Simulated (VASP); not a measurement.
Runs of VASP 6.6.1 on Zr. The structure is that of space group P6/mmm (No. 191), or close to it. The cells are those of the table. This isn't the form of Zr at room conditions, which is hcp.

```tsv
task	cell	cutoff (eV)	gap on the mesh (eV)	pressure (GPa)
single point	a = 2.680, b = 2.680, c = 2.609 Å, angles 90.0, 90.0, 120.0°, 1 atom	520	none	61.1
relaxation of shape and atoms at fixed volume	relaxed from a = 2.850, b = 2.850, c = 2.851 Å, angles 90.0, 90.0, 120.0°, 1 atom	600	none	18.9
single point	a = 2.864, b = 2.864, c = 2.822 Å, angles 90.0, 90.0, 120.0°, 1 atom	520	none	18.9
single point	a = 2.449, b = 2.449, c = 2.390 Å, angles 90.0, 90.0, 120.0°, 1 atom	520	none	174.4
single point	a = 3.020, b = 3.020, c = 3.022 Å, angles 90.0, 90.0, 120.0°, 1 atom	520	none	(a)
relaxation of shape and atoms at fixed volume	relaxed from a = 2.314, b = 2.314, c = 2.316 Å, angles 90.0, 90.0, 120.0°, 1 atom	600	none	285.8
```

Alike in all rows: level PBE; potentials or basis VASP PAW PBE potentials, release 64 (Zr_sv); no spin polarisation; k mesh 16 × 16 × 14; smearing fermi-dirac 0.1 eV.

Question: Fill in the values left out.

Answer: (a) 0.0.

Caveats: the cell stands under pressure (at least some runs).

A k mesh can miss the band edges, and the runs leave out spin-orbit coupling on Zr.

A gap of «none» marks levels without a gap at the run's occupations.
